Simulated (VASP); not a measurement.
# LiF (Pm-3m) in VASP: notebook, part 2 of 2

VASP 6.6.1. Earlier steps stand in the parts before.

## 3. Single point, LDA

INCAR reads:

```
PREC     = Accurate       # precision mode
ENCUT    = 520            # plane-wave cutoff, eV
EDIFF    = 1E-6           # SCF threshold, eV
ISMEAR   = 0              # smearing method
SIGMA    = 0.01           # smearing width, eV
LREAL    = F              # projectors in reciprocal space
LASPH    = T              # aspherical terms in the spheres
NELM     = 60             # most SCF steps
ALGO     = Normal         # electronic algorithm
ISIF     = 2              # what is computed and relaxed
LWAVE    = F              # write WAVECAR
LCHARG   = F              # write CHGCAR
NBANDS   = 12             # bands
```

KPOINTS reads:

```
Automatic mesh
0
Gamma
  10 10 10
```

POSCAR reads:

```
LiF
1.0
    2.5162584520      0.0000000000      0.0000000000
    0.0000000000      2.5162584520      0.0000000000
    0.0000000000      0.0000000000      2.5162584520
Li F
1 1
Direct
    0.0000000000      0.0000000000      0.0000000000
    0.5000000000      0.5000000000      0.5000000000
```

Potentials or basis: VASP PAW LDA potentials, release 64 (Li_sv, F).

Run with:

```
$ cat potpaw_LDA.64/Li_sv/POTCAR potpaw_LDA.64/F/POTCAR > POTCAR
$ mpirun -np 1 vasp_std > vasp.out
```

OUTCAR:

```text
PREC = Accurate
   ENCUT = 520
   EDIFF = 1E-6
   ISMEAR = 0
   LREAL = F
   LASPH = T
   NELM = 60
   ISIF = 2

 ion  position               nearest neighbor table
   1  0.000  0.000  0.000-   2 2.18   2 2.18   2 2.18   2 2.18   2 2.18   2 2.18   2 2.18   2 2.18

   2  0.500  0.500  0.500-   1 2.18   1 2.18   1 2.18   1 2.18   1 2.18   1 2.18   1 2.18   1 2.18

  LATTYP: Found a simple cubic cell.
 ALAT       =     2.5162584520

  Lattice vectors:

 A1 = (   2.5162584520,   0.0000000000,   0.0000000000)
 A2 = (   0.0000000000,   2.5162584520,   0.0000000000)
 A3 = (   0.0000000000,   0.0000000000,   2.5162584520)

Analysis of symmetry for initial positions (statically):
=====================================================================
 Subroutine PRICEL returns:
 Original cell was already a primitive cell.

 Routine SETGRP: Setting up the symmetry group for a
 simple cubic supercell.

 Subroutine GETGRP returns: Found 48 space group operations
 (whereof 48 operations were pure point group operations)
 out of a pool of 48 trial point group operations.

The static configuration has the point symmetry O_h .

Analysis of symmetry for dynamics (positions and initial velocities):
=====================================================================
 Subroutine PRICEL returns:
 Original cell was already a primitive cell.

 Routine SETGRP: Setting up the symmetry group for a
 simple cubic supercell.

 Subroutine GETGRP returns: Found 48 space group operations
 (whereof 48 operations were pure point group operations)
 out of a pool of 48 trial point group operations.

The dynamic configuration has the point symmetry O_h .

 Subroutine INISYM returns: Found 48 space group operations
 (whereof 48 operations are pure point group operations),
 and found     1 'primitive' translations

----------------------------------------------------------------------------------------

                                     Primitive cell
[... 114 lines left out ...]
  Thomas-Fermi vector in A             =   2.524529
   LORBIT       =      0    0 simple, 1 ext, 2 COOP (PROOUT), +10 PAW based schemes
   GGA     = CA    functional components
   LHFCALC =     F    Hartree Fock is set to
   AEXX    =    0.0000 exact exchange contribution
   IVDW    =     0    specifies the selected vdW correction
   LEPSILON=     F    determine dielectric tensor
   LRPA    =     F    only Hartree local field effects (RPA)
 non-spin polarized calculation
 Gauss-broadening in eV      SIGMA  =   0.01
  energy-cutoff  :      520.00
  volume of cell :       15.93
 maximum number of plane-waves:       449
 NGX is ok and might be reduce to    20
   NGX =  9   NGY =  9   NGZ =  9

 number of electron      10.0000023 magnetization

 Free energy of the ion-electron system (eV)
  ---------------------------------------------------
  ext. energy  EPLUGINS =         0.00000000
  ---------------------------------------------------
  free energy    TOTEN  =        -9.90184120 eV

  energy without entropy =       -9.90184120  energy(sigma->0) =       -9.90184120

 E-fermi :   0.4326     XC(G=0): -10.8295

 val. band max:        0.1790965361   @ k =   0.5000   0.5000   0.0000
 cond. band min:       7.9203856811   @ k =   0.0000   0.0000   0.0000
 fundamental gap:      7.7412891450
 Fermi energy:         0.4325741217

 k-point     1 :       0.0000    0.0000    0.0000
  band No.  band energies     occupation
      1     -41.4221      2.00000
      2     -20.4557      2.00000
      3      -0.5617      2.00000
      4      -0.5617      2.00000
      5      -0.5617      2.00000
      6       7.9204      0.00000
      7      18.8985      0.00000
      8      18.8985      0.00000
      9      21.2702      0.00000
     10      21.2702      0.00000
     11      21.2702      0.00000
     12      39.1839      0.00000
[... 331 lines left out ...]
 k-point    24 :       0.3000    0.1000    0.1000
  band No.  band energies     occupation
      1     -41.3684      2.00000
      2     -20.0191      2.00000
      3      -2.7480      2.00000
      4      -0.7041      2.00000
      5      -0.5425      2.00000
      6       9.6936      0.00000
      7      14.9325      0.00000
      8      17.8430      0.00000
      9      20.9951      0.00000
     10      24.0781      0.00000
     11      30.2481      0.00000
     12      30.2887      0.00000

 [... further k-points ...]
[... 5 lines left out ...]
  --------------------------------------------------------------------------------------
  -------------------------------------------------------------------------------------
  Total       -0.4889597     -0.4889597     -0.4889597     -0.0000000     -0.0000000      0.0000000
  in kB      -49.1719993    -49.1719993    -49.1719993     -0.0000000     -0.0000000      0.0000000
  external PRESSURE =     -49.1719993 kB  Pullay stress =       0.0000000 kB

 VOLUME and BASIS-vectors are now :
 -----------------------------------------------------------------------------
  energy-cutoff  :      520.00
  volume of cell :       15.93
      direct lattice vectors                 reciprocal lattice vectors
     2.516258452  0.000000000  0.000000000     0.397415456  0.000000000  0.000000000
     0.000000000  2.516258452  0.000000000     0.000000000  0.397415456  0.000000000
     0.000000000  0.000000000  2.516258452     0.000000000  0.000000000  0.397415456

 POSITION                                       TOTAL-FORCE (eV/Angst)
 -----------------------------------------------------------------------------------
      0.00000      0.00000      0.00000         0.000000      0.000000      0.000000
      1.25813      1.25813      1.25813         0.000000      0.000000      0.000000
 -----------------------------------------------------------------------------------
    total drift:                                0.000000      0.000000      0.000000

  FREE ENERGIE OF THE ION-ELECTRON SYSTEM (eV)
  ---------------------------------------------------
  free  energy   TOTEN  =        -9.9018412006 eV

  energy  without entropy=       -9.9018412006  energy(sigma->0) =       -9.90184120
```

stdout:

```text
POSCAR found type information on POSCAR LiF
 POSCAR found :  2 types and       2 ions
 scaLAPACK will be used
 LDA part: xc-table for (Slater(with rela. corr.)+CA(PZ))
 , standard interpolation
 POSCAR, INCAR and KPOINTS ok, starting setup
 FFT: planning ... GRIDC
 FFT: planning ... GRID_SOFT
 FFT: planning ... GRID
 WAVECAR not read
 entering main loop
```

Run time: 4.1 s. Hardware: 1 thread of AMD EPYC 9R45 (Zen 5), shared host; peak memory 0.08 GiB.

Results:

```
Free energy            : -9.9018 eV
Band gap on the k mesh : 7.74 eV, indirect (least direct gap 8.48 eV)
```

Levels at points of the mesh, in eV from the valence-band top:
```
           k point  band 2  band 3  band 4  band 5  band 6  band 7  band 8  band 9
(0.00, 0.00, 0.00)  -20.63   -0.74   -0.74   -0.74    7.74   18.72   18.72   21.09
(0.50, 0.00, 0.00)  -20.11   -3.99   -0.30   -0.30    9.04   14.28   20.36   20.36
(0.50, 0.50, 0.00)  -19.49   -3.57   -3.57    0.00   13.35   13.67   13.67   19.61
(0.50, 0.50, 0.50)  -18.98   -2.46   -2.46   -2.46   10.81   10.81   10.81   24.46
```

Caveat: the cutoff is under 1.25 times the usual one of these potentials, so pressure, stress and relaxed cells hold a basis-set (Pulay) error. A k mesh can miss the band edges.
